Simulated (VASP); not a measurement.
# SiGe4W (P4/mmm) in VASP: notebook

Runs on SiGe4W. Level: PBE. Tasks: single point, relaxation of cell and atoms.

Everything below comes from runs of VASP 6.6.1. Logs are shortened: lines on timing, memory, paths and dates and some standing lists are left out, and cuts for length are marked.

**1. The cell of the first run**

The structure is tetragonal, space group P4/mmm (No. 123). The conventional cell has a = 3.156 Å, b = 3.156 Å, c = 11.198 Å, α = 90.00°, β = 90.00°, γ = 90.00°. Si (site symmetry 4/mmm) has 8 Ge at 2.71 Å and 4 Si at 3.16 Å within 3.6 Å. Within 3.4 Å of Ge (site symmetry 4mm) lie 6 Ge at 2.58 to 3.16 Å and 4 Si at 2.71 Å. Ge (site symmetry 4mm) has 6 Ge at 2.58 to 3.16 Å and 4 W at 2.68 Å within 3.4 Å. W (site symmetry 4/mmm) has 8 Ge at 2.68 Å and 4 W at 3.16 Å within 3.5 Å.

**2. Single point, PBE**

The input, INCAR:

```
ALGO = Normal
EDIFF = 1E-6
ENCUT = 520
GGA = PE
ISIF = 2
ISMEAR = 0
LASPH = T
LCHARG = T
LELF = T
LREAL = F
LVHAR = T
LWAVE = F
NBANDS = 46
NELM = 60
PREC = Accurate
SIGMA = 0.1
```

The input, KPOINTS:

```
k-points
0
Gamma
  6 6 2
```

The input, POSCAR:

```
SiGe4W
1.0
    3.1564504693      0.0000000000      0.0000000000
    0.0000000000      3.1564504693      0.0000000000
    0.0000000000      0.0000000000     11.1980914738
Si Ge W
1 4 1
Direct
    0.0000000000      0.0000000000      0.5000000000
    0.5000000000      0.5000000000      0.3627363824
    0.5000000000      0.5000000000      0.8679997635
    0.5000000000      0.5000000000      0.1320002365
    0.5000000000      0.5000000000      0.6372636176
    0.0000000000      0.0000000000      0.0000000000
```

Potentials or basis: VASP PAW PBE potentials, release 64 (Si, Ge_d, W_sv).

Run with:

```
$ cat potpaw_PBE.64/Si/POTCAR potpaw_PBE.64/Ge_d/POTCAR potpaw_PBE.64/W_sv/POTCAR > POTCAR
$ mpirun -np 1 vasp_std > vasp.out
```

OUTCAR:

```text
EDIFF = 1E-6
   ENCUT = 520
   GGA = PE
   ISIF = 2
   ISMEAR = 0
   LASPH = T
   LREAL = F
   NELM = 60
   PREC = Accurate

 ion  position               nearest neighbor table
   1  0.000  0.000  0.500-   2 2.71   5 2.71   2 2.71   5 2.71   2 2.71   5 2.71   2 2.71   5 2.71

   2  0.500  0.500  0.363-   4 2.58   1 2.71   1 2.71   1 2.71   1 2.71
   3  0.500  0.500  0.868-   5 2.58   6 2.68   6 2.68   6 2.68   6 2.68
   4  0.500  0.500  0.132-   2 2.58   6 2.68   6 2.68   6 2.68   6 2.68
   5  0.500  0.500  0.637-   3 2.58   1 2.71   1 2.71   1 2.71   1 2.71
   6  0.000  0.000  0.000-   3 2.68   4 2.68   3 2.68   4 2.68   3 2.68   4 2.68   3 2.68   4 2.68

  LATTYP: Found a simple tetragonal cell.
 ALAT       =     3.1564504693
 C/A-ratio  =     3.5476848386

  Lattice vectors:

 A1 = (   3.1564504693,   0.0000000000,   0.0000000000)
 A2 = (   0.0000000000,   3.1564504693,   0.0000000000)
 A3 = (   0.0000000000,   0.0000000000,  11.1980914738)

Analysis of symmetry for initial positions (statically):
=====================================================================
 Subroutine PRICEL returns:
 Original cell was already a primitive cell.

 Routine SETGRP: Setting up the symmetry group for a
 simple tetragonal supercell.

 Subroutine GETGRP returns: Found 16 space group operations
 (whereof 16 operations were pure point group operations)
 out of a pool of 16 trial point group operations.

The static configuration has the point symmetry D_4h.

Analysis of symmetry for dynamics (positions and initial velocities):
=====================================================================
 Subroutine PRICEL returns:
 Original cell was already a primitive cell.

 Routine SETGRP: Setting up the symmetry group for a
 simple tetragonal supercell.

 Subroutine GETGRP returns: Found 16 space group operations
 (whereof 16 operations were pure point group operations)
 out of a pool of 16 trial point group operations.

The dynamic configuration has the point symmetry D_4h.

 Subroutine INISYM returns: Found 16 space group operations
 (whereof 16 operations are pure point group operations),
 and found     1 'primitive' translations

----------------------------------------------------------------------------------------

                                     Primitive cell

  volume of cell :     111.5686

  direct lattice vectors                    reciprocal lattice vectors
     3.156450469  0.000000000  0.000000000     0.316811561  0.000000000  0.000000000
     0.000000000  3.156450469  0.000000000     0.000000000  0.316811561  0.000000000
     0.000000000  0.000000000 11.198091474     0.000000000  0.000000000  0.089300932

  length of vectors
     3.156450469  3.156450469 11.198091474     0.316811561  0.316811561  0.089300932

  position of ions in fractional coordinates (direct lattice)
     0.000000000  0.000000000  0.500000000
     0.500000000  0.500000000  0.362736382
     0.500000000  0.500000000  0.867999764
     0.500000000  0.500000000  0.132000236
     0.500000000  0.500000000  0.637263618
     0.000000000  0.000000000  0.000000000

  ion indices of the primitive-cell ions
   primitive index   ion index
                 1           1
                 2           2
                 3           3
                 4           4
                 5           5
                 6           6

----------------------------------------------------------------------------------------

 KPOINTS: k-points

Automatic generation of k-mesh.
 Grid dimensions read from file:
 generate k-points for:    6    6    2

 Generating k-lattice:

  Cartesian coordinates                     Fractional coordinates (reciprocal lattice)
     0.052801927  0.000000000  0.000000000     0.166666667  0.000000000  0.000000000
     0.000000000  0.052801927  0.000000000     0.000000000  0.166666667  0.000000000
     0.000000000  0.000000000  0.044650466     0.000000000  0.000000000  0.500000000

  Length of vectors
     0.052801927  0.052801927  0.044650466

  Shift w.r.t. Gamma in fractional coordinates (k-lattice)
     0.000000000  0.000000000  0.000000000

 Subroutine IBZKPT returns following result:
 ===========================================

 Found     20 irreducible k-points:

 Following reciprocal coordinates:
            Coordinates               Weight
  0.000000  0.000000  0.000000      1.000000
  0.166667  0.000000  0.000000      4.000000
  0.333333  0.000000  0.000000      4.000000
  0.500000  0.000000  0.000000      2.000000
  0.166667  0.166667  0.000000      4.000000
  0.333333  0.166667  0.000000      8.000000
[... 12 lines left out ...]
  0.500000  0.333333  0.500000      4.000000
  0.500000  0.500000  0.500000      1.000000
   k-points           NKPTS =     20   k-points in BZ     NKDIM =     20   number of bands    NBANDS=     46
   number of dos      NEDOS =    301   number of ions     NIONS =      6
   total plane-waves  NPLWV =  48384
   dimension x,y,z NGX =    24 NGY =   24 NGZ =   84
   dimension x,y,z NGXF=    48 NGYF=   48 NGZF=  168
   ions per type =               1   4   1
   NGX,Y,Z   is equivalent  to a cutoff of  12.64, 12.64, 12.47 a.u.
   NGXF,Y,Z  is equivalent  to a cutoff of  25.28, 25.28, 24.94 a.u.
 SYSTEM =  unknown system
   PREC   = accura    normal or accurate (medium, high low for compatibility)
   ISTART =      0    job   : 0-new  1-cont  2-samecut
   ICHARG =      2    charge: 1-file 2-atom 10-const
   ISPIN  =      1    spin polarized calculation?
   LNONCOLLINEAR =      F non collinear calculations
   LSORBIT =      F    spin-orbit coupling
   LASPH  =      T    aspherical Exc in radial PAW
   ENCUT  =  520.0 eV  38.22 Ry    6.18 a.u.   5.87  5.87 20.82*2*pi/ulx,y,z
   NELM   =     60;   NELMIN=  2; NELMDL= -5     # of ELM steps
   EDIFF  = 0.1E-05   stopping-criterion for ELM
   LREAL  =      F    real-space projection
   EDIFFG = 0.1E-04   stopping-criterion for IOM
   NSW    =      0    number of steps for IOM
   IBRION =     -1    ionic relax: 0-MD 1-quasi-New 2-CG
   NFREE  =      0    steps in history (QN), initial steepest desc. (CG)
   ISIF   =      2    stress and relaxation
   ISYM   =      2    0-nonsym 1-usesym 2-fastsym
   POTIM  = 0.5000    time-step for ionic-motion
   TEBEG  =    0.0;   TEEND  =   0.0 temperature during run
   PSTRESS=    0.0 pullay stress
   NELECT =      74.0000    total number of electrons
   NUPDOWN=      -1.0000    fix difference up-down
   EMIN   =  10.00;   EMAX   =-10.00  energy-range for DOS
   EFERMI =   0.00;   METHOD = LEGACY
   ISMEAR =     0;   SIGMA  =   0.10  broadening in eV -4-tet -1-fermi 0-gaus
   EFERMI_NEDOS =   21; number of points for ismear=-14 and -15
   IALGO  =     38    algorithm
   IMIX   =      4    mixing-type and parameters
     AMIX     =   0.40;   BMIX     =  1.00
     AMIX_MAG =   1.60;   BMIX_MAG =  1.00
  volume/ion in A,a.u.               =      18.59       125.48
  Fermi-wavevector in a.u.,A,eV,Ry     =   1.427704  2.697969 27.733270  2.038338
  Thomas-Fermi vector in A             =   2.547845
   LORBIT       =      0    0 simple, 1 ext, 2 COOP (PROOUT), +10 PAW based schemes
   GGA     = PE    functional components
   LHFCALC =     F    Hartree Fock is set to
   AEXX    =    0.0000 exact exchange contribution
   IVDW    =     0    specifies the selected vdW correction
   LEPSILON=     F    determine dielectric tensor
   LRPA    =     F    only Hartree local field effects (RPA)
 non-spin polarized calculation
 Gauss-broadening in eV      SIGMA  =   0.10
  energy-cutoff  :      520.00
  volume of cell :      111.57
 maximum number of plane-waves:      3040
 NGX is ok and might be reduce to    24
   NGX = 11   NGY = 11   NGZ = 41

 number of electron      74.0000035 magnetization

 Free energy of the ion-electron system (eV)
  ---------------------------------------------------
  ext. energy  EPLUGINS =         0.00000000
  ---------------------------------------------------
  free energy    TOTEN  =       -34.20331597 eV

  energy without entropy =      -34.18720290  energy(sigma->0) =      -34.19525944

 E-fermi :   7.2310     XC(G=0): -11.1990

 val. band max:        7.2144594023   @ k =   0.3333   0.0000   0.0000
 cond. band min:       7.2626470213   @ k =   0.1667   0.1667   0.5000
 fundamental gap:      0.0481876189
 Fermi energy:         7.2310444898

 k-point     1 :       0.0000    0.0000    0.0000
  band No.  band energies     occupation
      1     -66.5367      2.00000
      2     -30.7526      2.00000
      3     -30.6996      2.00000
      4     -30.6996      2.00000
      5     -17.6211      2.00000
      6     -17.6186      2.00000
[... 38 lines left out ...]
     45      11.7772      0.00000
     46      14.0077      0.00000

 k-point     2 :       0.1667    0.0000    0.0000
  band No.  band energies     occupation
      1     -66.5344      2.00000
      2     -30.7619      2.00000
      3     -30.7455      2.00000
      4     -30.6940      2.00000
      5     -17.6118      2.00000
      6     -17.6089      2.00000
[... 38 lines left out ...]
     45      12.3214      0.00000
     46      13.2720      0.00000

 k-point     3 :       0.3333    0.0000    0.0000
  band No.  band energies     occupation
      1     -66.5297      2.00000
      2     -30.8844      2.00000
      3     -30.7313      2.00000
      4     -30.6827      2.00000
      5     -17.6008      2.00000
      6     -17.5935      2.00000
[... 38 lines left out ...]
     45      12.8736      0.00000
     46      13.7455      0.00000

 k-point     4 :       0.5000    0.0000    0.0000
  band No.  band energies     occupation
      1     -66.5274      2.00000
      2     -30.9447      2.00000
      3     -30.7242      2.00000
      4     -30.6771      2.00000
      5     -17.5980      2.00000
      6     -17.5879      2.00000
[... 724 lines left out ...]
     45      10.7883      0.00000
     46      11.2503      0.00000

 k-point    19 :       0.5000    0.3333    0.5000
  band No.  band energies     occupation
      1     -66.5204      2.00000
      2     -30.9208      2.00000
      3     -30.8548      2.00000
      4     -30.7058      2.00000
      5     -17.6016      2.00000
      6     -17.5980      2.00000
[... 38 lines left out ...]
     45      10.9063      0.00000
     46      11.5618      0.00000

 k-point    20 :       0.5000    0.5000    0.5000
  band No.  band energies     occupation
      1     -66.5181      2.00000
      2     -30.9128      2.00000
      3     -30.9128      2.00000
      4     -30.6997      2.00000
      5     -17.6078      2.00000
      6     -17.6038      2.00000
[... 38 lines left out ...]
     45      10.9044      0.00000
     46      12.2089      0.00000

------------------------ aborting loop because EDIFF is reached ----------------------------------------

  FORCE on cell =-STRESS in cart. coord.  units (eV):
  Direction    XX          YY          ZZ          XY          YZ          ZX
  --------------------------------------------------------------------------------------
  -------------------------------------------------------------------------------------
  Total        0.2328445      0.2328445      0.2443308      0.0000000      0.0000000      0.0000000
  in kB        3.3437565      3.3437565      3.5087053      0.0000000      0.0000000      0.0000000
  external PRESSURE =       3.3987394 kB  Pullay stress =       0.0000000 kB

 VOLUME and BASIS-vectors are now :
 -----------------------------------------------------------------------------
  energy-cutoff  :      520.00
  volume of cell :      111.57
      direct lattice vectors                 reciprocal lattice vectors
     3.156450469  0.000000000  0.000000000     0.316811561  0.000000000  0.000000000
     0.000000000  3.156450469  0.000000000     0.000000000  0.316811561  0.000000000
     0.000000000  0.000000000 11.198091474     0.000000000  0.000000000  0.089300932

 POSITION                                       TOTAL-FORCE (eV/Angst)
 -----------------------------------------------------------------------------------
      0.00000      0.00000      5.59905         0.000000     -0.000000     -0.000000
      1.57823      1.57823      4.06196        -0.000000     -0.000000      0.009718
      1.57823      1.57823      9.71994         0.000000      0.000000      0.017418
      1.57823      1.57823      1.47815        -0.000000      0.000000     -0.017418
      1.57823      1.57823      7.13614         0.000000      0.000000     -0.009718
      0.00000      0.00000      0.00000         0.000000     -0.000000     -0.000000
 -----------------------------------------------------------------------------------
    total drift:                                0.000000     -0.000000      0.000000

  FREE ENERGIE OF THE ION-ELECTRON SYSTEM (eV)
  ---------------------------------------------------
  free  energy   TOTEN  =       -34.2033159718 eV

  energy  without entropy=      -34.1872029006  energy(sigma->0) =      -34.19525944
```

Wall time 46 s (1 thread of Intel Xeon 6975P-C (Granite Rapids), shared host); peak memory 0.25 GiB.

What came out:

* Free energy: -34.2033 eV
* Pressure: 0.3 GPa
* Largest force: 0.017 eV/Å
* Band gap on the k mesh: zero (band 37 reaches 8.76 eV, above the bottom of band 38 at 5.19 eV)

Forces on the atoms (eV/Å):
```
Si   0.000  0.000  0.000
Ge   0.000  0.000  0.010
Ge   0.000  0.000  0.017
Ge   0.000  0.000 -0.017
Ge   0.000  0.000 -0.010
W    0.000  0.000  0.000
```

Levels at points of the mesh, in eV from the Fermi level:
| k point | band 33 | band 34 | band 35 | band 36 | band 37 | band 38 | band 39 | band 40 | band 41 | band 42 |
| --- | --- | --- | --- | --- | --- | --- | --- | --- | --- | --- |
| (0.00, 0.00, 0.00) | -0.52 | -0.52 | 0.33 | 0.33 | 1.43 | 1.65 | 2.80 | 2.99 | 2.99 | 3.43 |
| (0.50, 0.00, 0.00) | -2.86 | -1.79 | -1.34 | -1.22 | 0.45 | 0.86 | 1.15 | 3.45 | 3.62 | 3.71 |
| (0.50, 0.50, 0.00) | -4.04 | -3.10 | -2.72 | -2.72 | -2.04 | -2.04 | -0.56 | -0.33 | 2.13 | 2.45 |
| (0.00, 0.00, 0.50) | -0.53 | -0.53 | 0.37 | 0.37 | 1.53 | 1.65 | 2.62 | 2.62 | 3.24 | 3.69 |
| (0.50, 0.00, 0.50) | -3.37 | -2.05 | -1.53 | -1.34 | 0.78 | 0.86 | 1.68 | 3.11 | 3.55 | 3.71 |
| (0.50, 0.50, 0.50) | -4.23 | -3.08 | -3.08 | -1.68 | -1.68 | -1.28 | -0.71 | -0.45 | -0.13 | 2.12 |

Caveat: spin-orbit coupling is left out, which moves the levels of the heavy elements.

**3. Single point, PBE**

This run uses another cell than the first one, of 16.47 Å³/atom, 0.886 times its volume.

The input, INCAR:

```
SYSTEM = SiGe4W
PREC = Accurate
ENCUT = 520
EDIFF = 1E-6
ISMEAR = 0
SIGMA = 0.1
LREAL = .False.
LASPH = .True.
NELM = 60
ALGO = Normal
ISIF = 2
LWAVE = .False.
LCHARG = .False.
GGA = PE
NBANDS = 46
```

The input, KPOINTS:

```
regular mesh
0
Gamma
  6 6 2
  0 0 0
```

The input, POSCAR:

```
SiGe4W
1.0
    2.9710345900      0.0000000000      0.0000000000
    0.0000000000      2.9710345900      0.0000000000
    0.0000000000      0.0000000000     11.1957834300
Si Ge W
1 4 1
Direct
    0.0000000000      0.0000000000      0.5000000000
    0.5000000000      0.5000000000      0.3645260000
    0.5000000000      0.5000000000      0.8643389900
    0.5000000000      0.5000000000      0.1356610100
    0.5000000000      0.5000000000      0.6354740000
    0.0000000000      0.0000000000      0.0000000000
```

Potentials or basis: VASP PAW PBE potentials, release 64 (Si, Ge_d, W_sv).

Run with:

```
$ cat potpaw_PBE.64/Si/POTCAR potpaw_PBE.64/Ge_d/POTCAR potpaw_PBE.64/W_sv/POTCAR > POTCAR
$ mpirun -np 1 vasp_std > vasp.out
```

Wall time 48 s (1 thread of Intel Xeon 6975P-C (Granite Rapids), shared host); peak memory 0.25 GiB.

It converged, with:

```
Free energy            : -33.4990 eV
Pressure               : 15.9 GPa
Largest force          : 0.893 eV/Å
Band gap on the k mesh : zero (band 37 reaches 10.13 eV, above the bottom of band 38 at 6.05 eV)
```

Forces on the atoms (eV/Å):
```
Si   0.000  0.000  0.000
Ge   0.000  0.000 -0.893
Ge   0.000  0.000 -0.663
Ge   0.000  0.000  0.663
Ge   0.000  0.000  0.893
W    0.000  0.000  0.000
```

Stress tensor (GPa, compression positive):
```
18.88  0.00  0.00
 0.00 18.88  0.00
 0.00  0.00  9.86
```

Levels at points of the mesh, in eV from the Fermi level:
| k point | band 34 | band 35 | band 36 | band 37 | band 38 | band 39 | band 40 | band 41 |
| --- | --- | --- | --- | --- | --- | --- | --- | --- |
| (0.00, 0.00, 0.00) | -0.36 | 0.65 | 0.65 | 1.41 | 2.46 | 3.72 | 3.83 | 3.94 |
| (0.50, 0.00, 0.00) | -2.35 | -1.83 | -1.00 | -0.04 | 0.98 | 1.19 | 4.24 | 4.24 |
| (0.50, 0.50, 0.00) | -3.22 | -2.84 | -2.84 | -2.67 | -2.67 | -0.78 | -0.63 | 2.14 |
| (0.00, 0.00, 0.50) | -0.37 | 0.68 | 0.68 | 1.39 | 2.46 | 3.41 | 3.41 | 3.63 |
| (0.50, 0.00, 0.50) | -2.31 | -2.12 | -1.00 | 0.28 | 1.19 | 1.47 | 3.04 | 4.13 |
| (0.50, 0.50, 0.50) | -3.40 | -3.40 | -2.07 | -2.07 | -1.11 | -0.96 | -0.46 | -0.41 |

Caveat: spin-orbit coupling is left out, which moves the levels of the heavy elements.

**4. Relaxation of cell and atoms, PBE**

This run uses another cell than the first one, of 16.47 Å³/atom, 0.886 times its volume.

The input, INCAR:

```
SYSTEM = SiGe4W
ALGO = Normal
EDIFF = 1E-6
EDIFFG = -0.04
ENCUT = 600
GGA = PE
IBRION = 2
ISIF = 3
ISMEAR = 0
LASPH = .TRUE.
LCHARG = .FALSE.
LREAL = .FALSE.
LWAVE = .FALSE.
NELM = 60
NSW = 90
PREC = Accurate
SIGMA = 0.1
```

The input, KPOINTS:

```
k-points
0
G
  6 6 2
  0 0 0
```

POSCAR is that of step 3.

Run with:

```
$ cat potpaw_PBE.64/Si/POTCAR potpaw_PBE.64/Ge_d/POTCAR potpaw_PBE.64/W_sv/POTCAR > POTCAR
$ mpirun -np 1 vasp_std > vasp.out
```

Run time: 4.5 min. Hardware: 1 thread of Intel Xeon 6975P-C (Granite Rapids), shared host; peak memory 0.29 GiB.

Results (log left out):

| Quantity | Value |
| --- | --- |
| Free energy | -34.2030 eV |
| Relaxed volume | 18.68 Å³/atom |
| Relaxed cell | a = 3.161 Å, b = 3.161 Å, c = 11.221 Å, α = 90.00°, β = 90.00°, γ = 90.00° |
| Space group after relaxing (to 0.05 Å) | P4/mmm (No. 123) |
| Energy gained by relaxing | 117.2 meV/atom |
| Ionic steps | 9 |
| Pressure after relaxing | -0.1 GPa |
| Largest force after relaxing | 0.014 eV/Å |
| Band gap on the k mesh | zero (band 37 reaches 8.68 eV, above the bottom of band 38 at 5.15 eV) |

Forces on the atoms (eV/Å):
```
Si   0.000  0.000  0.000
Ge   0.000  0.000 -0.014
Ge   0.000  0.000  0.012
Ge   0.000  0.000 -0.012
Ge   0.000  0.000  0.014
W    0.000  0.000  0.000
```

Step by step:
| step | energy change (eV) | largest force (eV/Å) | pressure (GPa) | volume (Å³) |
| --- | --- | --- | --- | --- |
| 1 | 0.0000 | 0.8957 | 15.92 | 98.83 |
| 2 | -0.1741 | 1.4621 | -9.06 | 124.06 |
| 3 | -0.6102 | 0.7075 | -0.35 | 111.27 |
| 4 | -0.6833 | 0.4373 | -0.33 | 111.73 |
| 5 | -0.6996 | 0.2104 | -0.23 | 111.99 |
| 6 | -0.6998 | 0.1801 | -0.26 | 112.02 |
| 7 | -0.7026 | 0.0200 | 0.49 | 111.55 |
| 8 | -0.7027 | 0.0205 | 0.30 | 111.63 |
| 9 | -0.7033 | 0.0136 | -0.10 | 112.11 |

Final structure:
```
Si Ge W
1.0
     3.16090    0.00000    0.00000
     0.00000    3.16090    0.00000
     0.00000    0.00000   11.22071
Si Ge W
1 4 1
Direct
  0.00000 0.00000 0.50000
  0.50000 0.50000 0.36295
  0.50000 0.50000 0.86821
  0.50000 0.50000 0.13179
  0.50000 0.50000 0.63705
  0.00000 0.00000 0.00000
```

Levels at points of the mesh, in eV from the Fermi level:
```tsv
k point	band 35	band 36	band 37	band 38	band 39	band 40
(0.00, 0.00, 0.00)	0.32	0.32	1.41	1.64	2.78	2.98
(0.50, 0.00, 0.00)	-1.34	-1.20	0.46	0.86	1.12	3.43
(0.50, 0.50, 0.00)	-2.71	-2.71	-2.02	-2.02	-0.55	-0.32
(0.00, 0.00, 0.50)	0.37	0.37	1.50	1.64	2.62	2.62
(0.50, 0.00, 0.50)	-1.51	-1.34	0.78	0.86	1.65	3.10
(0.50, 0.50, 0.50)	-3.06	-1.67	-1.67	-1.28	-0.70	-0.45
```

Caveat: spin-orbit coupling is left out, which moves the levels of the heavy elements.

(Part 1 of 2 ends here.)
